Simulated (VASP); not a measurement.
Crystal: HfN.

```xyz
2
Lattice="3.4332 0.0000 0.0000 -1.7166 2.9732 0.0000 0.0000 0.0000 3.9698" Properties=species:S:1:pos:R:3 pbc="T T T"
Hf    0.0000    0.0000    1.9849
N     0.0000    0.0000    0.0000
```

Base run:

- Program: VASP 6.6.1
- Functional: r2SCAN
- Potentials or basis: VASP PAW PBE potentials, release 64 (Hf_pv, N)
- Cutoff: 520 eV
- k mesh: 9 × 9 × 7
- Occupations: fermi-dirac, width 0.05 eV
- Spin: no spin polarisation

Its results: pressure -1.5 GPa.

Q: The run is repeated on the same cell with these changes: functional from r2SCAN to PBE. What comes out?

A: Pressure 0.5 GPa.

Caveats: the PAW data sets were made with another functional, which shifts forces and pressure a little (some runs).
